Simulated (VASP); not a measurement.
# Be (P6_3/mmc) in VASP: further runs, part 2 of 3

VASP 6.6.1. Earlier steps stand in the parts before.

## (3) Electric field gradients, PBEsol (volume scaled by 0.97)

Input file INCAR:

```
ALGO     = Normal         # electronic algorithm
EDIFF    = 1E-8           # SCF threshold, eV
ENCUT    = 520            # plane-wave cutoff, eV
GGA      = PS             # functional
ISIF     = 2              # what is computed and relaxed
ISMEAR   = -1             # smearing method
LASPH    = T              # aspherical terms in the spheres
LCHARG   = F              # write CHGCAR
LEFG     = T            
LREAL    = F              # projectors in reciprocal space
LWAVE    = F              # write WAVECAR
NBANDS   = 9              # bands
NELM     = 100            # most SCF steps
PREC     = Accurate       # precision mode
SIGMA    = 0.05           # smearing width, eV
```

Input file KPOINTS:

```
k-points
0
Gamma
  21 21 11
```

Input file POSCAR:

```
Be
1.0
    2.2419044970      0.0000000000      0.0000000000
   -1.1209522485      1.9415462472      0.0000000000
    0.0000000000      0.0000000000      3.5379979465
Be
2
Direct
    0.3333333333      0.6666666667      0.7500000000
    0.6666666667      0.3333333333      0.2500000000
```

Potentials or basis: VASP PAW PBE potentials, release 64 (Be).

The run is started by

```console
> cat potpaw_PBE.64/Be/POTCAR > POTCAR
> mpirun -np 1 vasp_std > vasp.out
```

OUTCAR:

```text
EDIFF = 1E-8
   ENCUT = 520
   GGA = PS
   ISIF = 2
   ISMEAR = -1
   LASPH = T
   LREAL = F
   NELM = 100
   PREC = Accurate

 ion  position               nearest neighbor table
   1  0.333  0.667  0.750-   2 2.19   2 2.19   2 2.19   2 2.19   2 2.19   2 2.19
   2  0.667  0.333  0.250-   1 2.19   1 2.19   1 2.19   1 2.19   1 2.19   1 2.19

  LATTYP: Found a hexagonal cell.
 ALAT       =     2.2419044970
 C/A-ratio  =     1.5781216155

  Lattice vectors:

 A1 = (   2.2419044970,   0.0000000000,   0.0000000000)
 A2 = (  -1.1209522485,   1.9415462472,   0.0000000000)
 A3 = (   0.0000000000,   0.0000000000,   3.5379979465)

Analysis of symmetry for initial positions (statically):
=====================================================================
 Subroutine PRICEL returns:
 Original cell was already a primitive cell.

 Routine SETGRP: Setting up the symmetry group for a
[... 479 lines left out ...]
  energy-cutoff  :      520.00
  volume of cell :       15.40
      direct lattice vectors                 reciprocal lattice vectors
     2.241904497  0.000000000  0.000000000     0.446049331  0.257526701  0.000000000
    -1.120952249  1.941546247  0.000000000     0.000000000  0.515053402  0.000000000
     0.000000000  0.000000000  3.537997946     0.000000000  0.000000000  0.282645727

 POSITION                                       TOTAL-FORCE (eV/Angst)
 -----------------------------------------------------------------------------------
     -0.00000      1.29436      2.65350         0.000000      0.000000      0.000000
      1.12095      0.64718      0.88450        -0.000000     -0.000000      0.000000
 -----------------------------------------------------------------------------------
    total drift:                                0.000000     -0.000000      0.000000

  FREE ENERGIE OF THE ION-ELECTRON SYSTEM (eV)
  ---------------------------------------------------
  free  energy   TOTEN  =        -7.9907660780 eV

  energy  without entropy=       -7.9886414931  energy(sigma->0) =       -7.98970379

 Electric field gradients (V/A^2)
---------------------------------------------------------------------
 ion       V_xx      V_yy      V_zz      V_xy      V_xz      V_yz
---------------------------------------------------------------------
   1       0.281     0.281    -0.561     0.000    -0.000     0.000
   2       0.281     0.281    -0.561     0.000     0.000    -0.000
---------------------------------------------------------------------

 Electric field gradients after diagonalization (V/A^2)
 (convention: |V_zz| > |V_xx| > |V_yy|)
----------------------------------------------------------------------
 ion       V_xx      V_yy      V_zz     asymmetry (V_yy - V_xx)/ V_zz
----------------------------------------------------------------------
   1       0.281     0.281    -0.561       0.000
   2       0.281     0.281    -0.561       0.000
----------------------------------------------------------------------

           NMR quadrupolar parameters

 Cq : quadrupolar parameter    Cq=e*Q*V_zz/h
 eta: asymmetry parameters     (V_yy - V_xx)/ V_zz
 Q  : nuclear electric quadrupole moment in mb (millibarn)
----------------------------------------------------------------------
 ion       Cq(MHz)       eta       Q (mb)
----------------------------------------------------------------------
   1      -0.001       0.000       1.000
   2      -0.001       0.000       1.000
----------------------------------------------------------------------
```

stdout:

```text
POSCAR found type information on POSCAR Be
 POSCAR found :  1 types and       2 ions
 scaLAPACK will be used
 -----------------------------------------------------------------------------
|                                                                             |
|                                                                             |
|     You enforced a specific xc type in the INCAR file but a different       |
|     I HOPE YOU KNOW WHAT YOU ARE DOING!                                     |
|                                                                             |
 -----------------------------------------------------------------------------

 LDA part: xc-table for (Slater+PW92), standard interpolation
 POSCAR, INCAR and KPOINTS ok, starting setup
 FFT: planning ... GRIDC
 FFT: planning ... GRID_SOFT
 FFT: planning ... GRID
 WAVECAR not read
 entering main loop
ion   1

ion   2
```

Wall time 52 s (1 thread of AMD EPYC 7R13, shared host); peak memory 0.12 GiB.

Results:

```
Free energy            : -7.9908 eV
Pressure               : 2.6 GPa
Band gap on the k mesh : zero (band 2 reaches 8.22 eV, above the bottom of band 3 at 6.14 eV)
```

Stress tensor (GPa, compression positive):
```
2.53 0.00 0.00
0.00 2.53 0.00
0.00 0.00 2.79
```

Electric field gradients, principal values (V/Å²):
| atom | least | middle | greatest (by size) |
| --- | --- | --- | --- |
| 1 Be | 0.281 | 0.281 | -0.561 |
| 2 Be | 0.281 | 0.281 | -0.561 |

Caveat: without QUAD_EFG the Cq values of the log hold for a quadrupole moment of 1 mb, not for the nuclei; the PAW data sets were made with another functional, which shifts forces and pressure a little.

## (4) Electric field gradients, PBEsol (volume scaled by 1.03)

Input file INCAR:

```
SYSTEM = Be
  PREC = Accurate
  ENCUT = 520
  EDIFF = 1E-8
  ISMEAR = -1
  SIGMA = 0.05
  LREAL = .False.
  LASPH = .True.
  NELM = 60
  ALGO = Normal
  ISIF = 2
  LWAVE = .False.
  LCHARG = .False.
  GGA = PS
  LEFG = .True.
  NBANDS = 9
```

Input file KPOINTS:

```
regular mesh
0
Gamma
  21 21 11
  0 0 0
```

Input file POSCAR:

```
Be
1.0
    2.2872077026      0.0000000000      0.0000000000
   -1.1436038513      1.9807799742      0.0000000000
    0.0000000000      0.0000000000      3.6094919146
Be
2
Direct
    0.3333333333      0.6666666667      0.7500000000
    0.6666666667      0.3333333333      0.2500000000
```

Potentials or basis: VASP PAW PBE potentials, release 64 (Be).

The run is started by

```console
> cat potpaw_PBE.64/Be/POTCAR > POTCAR
> mpirun -np 1 vasp_std > vasp.out
```

OUTCAR:

```text
SYSTEM = Be
   PREC = Accurate
   ENCUT = 520
   EDIFF = 1E-8
   ISMEAR = -1
   LREAL = .False.
   LASPH = .True.
   NELM = 60
   ISIF = 2
   GGA = PS

 ion  position               nearest neighbor table
   1  0.333  0.667  0.750-   2 2.24   2 2.24   2 2.24   2 2.24   2 2.24   2 2.24
   2  0.667  0.333  0.250-   1 2.24   1 2.24   1 2.24   1 2.24   1 2.24   1 2.24

  LATTYP: Found a hexagonal cell.
 ALAT       =     2.2872077026
 C/A-ratio  =     1.5781216155

  Lattice vectors:

 A1 = (   2.2872077026,   0.0000000000,   0.0000000000)
 A2 = (  -1.1436038513,   1.9807799742,   0.0000000000)
 A3 = (   0.0000000000,   0.0000000000,   3.6094919146)

Analysis of symmetry for initial positions (statically):
=====================================================================
 Subroutine PRICEL returns:
 Original cell was already a primitive cell.

 Routine SETGRP: Setting up the symmetry group for a
 hexagonal supercell.

 Subroutine GETGRP returns: Found 24 space group operations
 (whereof 12 operations were pure point group operations)
 out of a pool of 24 trial point group operations.

The static configuration has the point symmetry D_3d.
 The point group associated with its full space group is D_6h.

Analysis of symmetry for dynamics (positions and initial velocities):
=====================================================================
 Subroutine PRICEL returns:
 Original cell was already a primitive cell.

 Routine SETGRP: Setting up the symmetry group for a
 hexagonal supercell.

 Subroutine GETGRP returns: Found 24 space group operations
 (whereof 12 operations were pure point group operations)
[... 435 lines left out ...]
  band No.  band energies     occupation
      1      -2.6116      2.00000
      2       4.7141      2.00000
      3       8.0770      0.00000
      4      14.7519      0.00000
      5      16.9660      0.00000
      6      22.6334      0.00000
      7      23.2836      0.00000
      8      24.2682      0.00000
      9      28.0847      0.00000

 [... further k-points ...]

------------------------ aborting loop because EDIFF is reached ----------------------------------------

  FORCE on cell =-STRESS in cart. coord.  units (eV):
  Direction    XX          YY          ZZ          XY          YZ          ZX
  --------------------------------------------------------------------------------------
  -------------------------------------------------------------------------------------
  Total       -0.4456577     -0.4456577     -0.5177006      0.0000000      0.0000000      0.0000000
  in kB      -43.6640608    -43.6640608    -50.7225834      0.0000000      0.0000000      0.0000000
  external PRESSURE =     -46.0169017 kB  Pullay stress =       0.0000000 kB

 VOLUME and BASIS-vectors are now :
 -----------------------------------------------------------------------------
  energy-cutoff  :      520.00
  volume of cell :       16.35
      direct lattice vectors                 reciprocal lattice vectors
     2.287207703  0.000000000  0.000000000     0.437214337  0.252425815  0.000000000
    -1.143603851  1.980779974  0.000000000     0.000000000  0.504851631  0.000000000
     0.000000000  0.000000000  3.609491915     0.000000000  0.000000000  0.277047303

 POSITION                                       TOTAL-FORCE (eV/Angst)
 -----------------------------------------------------------------------------------
     -0.00000      1.32052      2.70712         0.000000     -0.000000      0.000000
      1.14360      0.66026      0.90237        -0.000000      0.000000      0.000000
 -----------------------------------------------------------------------------------
    total drift:                                0.000000     -0.000000      0.000000

  FREE ENERGIE OF THE ION-ELECTRON SYSTEM (eV)
  ---------------------------------------------------
  free  energy   TOTEN  =        -7.9839425299 eV

  energy  without entropy=       -7.9817233366  energy(sigma->0) =       -7.98283293

 Electric field gradients (V/A^2)
---------------------------------------------------------------------
 ion       V_xx      V_yy      V_zz      V_xy      V_xz      V_yz
---------------------------------------------------------------------
   1       0.284     0.284    -0.569    -0.000     0.000    -0.000
   2       0.284     0.284    -0.569    -0.000    -0.000     0.000
---------------------------------------------------------------------

 Electric field gradients after diagonalization (V/A^2)
 (convention: |V_zz| > |V_xx| > |V_yy|)
----------------------------------------------------------------------
 ion       V_xx      V_yy      V_zz     asymmetry (V_yy - V_xx)/ V_zz
----------------------------------------------------------------------
   1       0.284     0.284    -0.569       0.000
   2       0.284     0.284    -0.569       0.000
----------------------------------------------------------------------

           NMR quadrupolar parameters

 Cq : quadrupolar parameter    Cq=e*Q*V_zz/h
 eta: asymmetry parameters     (V_yy - V_xx)/ V_zz
 Q  : nuclear electric quadrupole moment in mb (millibarn)
----------------------------------------------------------------------
 ion       Cq(MHz)       eta       Q (mb)
----------------------------------------------------------------------
   1      -0.001       0.000       1.000
   2      -0.001       0.000       1.000
----------------------------------------------------------------------
```

OSZICAR:

```text
N       E                     dE             d eps       ncg     rms          rms(c)
DAV:   1    -0.349441244759E+01   -0.34944E+01   -0.17788E+03  5256   0.364E+02
DAV:   2    -0.796296201721E+01   -0.44685E+01   -0.43696E+01  7778   0.533E+01
DAV:   3    -0.801402503907E+01   -0.51063E-01   -0.50236E-01  5899   0.377E+00
DAV:   4    -0.801409778581E+01   -0.72747E-04   -0.72744E-04  6348   0.149E-01
DAV:   5    -0.801409782704E+01   -0.41225E-07   -0.40839E-07  5882   0.337E-03    0.120E+00
DAV:   6    -0.799301286032E+01    0.21085E-01   -0.20381E-03  5544   0.425E-01    0.730E-01
DAV:   7    -0.798394303113E+01    0.90698E-02   -0.29957E-03  5526   0.445E-01    0.125E-02
DAV:   8    -0.798394194909E+01    0.10820E-05   -0.14495E-05  5800   0.257E-02    0.534E-03
DAV:   9    -0.798394256475E+01   -0.61565E-06   -0.38341E-07  5804   0.423E-03    0.521E-04
DAV:  10    -0.798394254730E+01    0.17448E-07   -0.52936E-10  5233   0.146E-04    0.177E-04
DAV:  11    -0.798394253168E+01    0.15621E-07   -0.10545E-10  3189   0.701E-05    0.630E-06
DAV:  12    -0.798394252989E+01    0.17924E-08   -0.28959E-12  2950   0.159E-05
   1 F= -.79839425E+01 E0= -.79828329E+01  d E =-.221919E-02
```

Run time: 54 s. Hardware: 1 thread of AMD EPYC 7R13, shared host; peak memory 0.12 GiB.

Results:

```yaml
Free_energy: -7.9839 eV
Pressure: -4.6 GPa
Band_gap_on_the_k_mesh: zero (band 2 reaches 7.72 eV, above the bottom of band 3 at 5.70 eV)
```

Levels at points of the mesh, in eV from the Fermi level:
| k point | band 1 | band 2 | band 3 | band 4 | band 5 | band 6 | band 7 |
| --- | --- | --- | --- | --- | --- | --- | --- |
| (0.00, 0.00, 0.00) | -11.20 | -4.40 | 0.93 | 15.58 | 15.58 | 18.35 | 18.35 |

Electric field gradients, principal values (V/Å²):
| atom | least | middle | greatest (by size) |
| --- | --- | --- | --- |
| 1 Be | 0.284 | 0.284 | -0.569 |
| 2 Be | 0.284 | 0.284 | -0.569 |

Caveat: without QUAD_EFG the Cq values of the log hold for a quadrupole moment of 1 mb, not for the nuclei; the PAW data sets were made with another functional, which shifts forces and pressure a little.

[end of part 2 of 3]
